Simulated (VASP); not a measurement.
## WS2: single point with PBE+D3(BJ)

The system is WS2.

```
W S
1.0
     1.56280    0.90228    6.32947
    -1.56280    0.90228    6.32947
     0.00000   -1.80457    6.32947
W S
1 2
Direct
  0.99934 0.99934 0.99934
  0.75278 0.75278 0.75278
  0.57917 0.57917 0.57917
```

- Program: VASP 6.6.1
- Task: single point
- Functional: PBE
- Dispersion: D3(BJ)
- Potentials or basis: VASP PAW PBE potentials, release 64 (W_sv, S)
- Cutoff: 520 eV
- k mesh: 12 × 12 × 12
- Occupations: gaussian, width 0.05 eV
- Spin: no spin polarisation
- Dipole correction: no
- Further INCAR settings: ALGO = Normal; EDIFF = 1e-07; NBANDS = 20

The pressure is -4.8 GPa, the largest force is 1.123 eV/Å and the band gap on the k mesh is 1.11 eV (least direct gap 2.21 eV). The dispersion energy per atom is -0.424 eV.

Forces in eV/Å, atoms in the order of the input:
```
W    0.000  0.000 -0.001
S    0.000  0.000 -1.122
S    0.000  0.000  1.123
```

Stress tensor (GPa, compression positive):
```
 -1.07   0.00   0.00
  0.00  -1.07   0.00
  0.00   0.00 -12.24
```

Levels at points of the mesh, in eV from the valence-band top:
```tsv
k point	band 10	band 11	band 12	band 13	band 14	band 15	band 16	band 17
(0.00, 0.00, 0.00)	-1.47	-1.47	-1.47	-1.23	2.67	2.67	2.75	2.75
(0.50, 0.00, 0.00)	-3.38	-2.45	-1.38	-1.12	2.84	2.94	3.99	4.00
(0.50, 0.50, 0.00)	-3.30	-3.01	-1.33	-1.19	2.90	3.06	3.55	4.46
(0.50, 0.50, 0.50)	-2.66	-1.43	-1.43	0.00	2.59	2.59	2.78	2.78
```

Wall time 5.9 min on 1 thread of AMD EPYC 9R45 (Zen 5), with other jobs on the host, peak memory 0.43 GiB.

Caveat: the cell stands under tension; spin-orbit coupling is left out, which moves the levels of the heavy elements; forces of over 1 eV/Å act on the atoms, so gaps and moduli don't describe the material at rest. A hybrid or GW would open this gap; PBE tends to underestimate it.
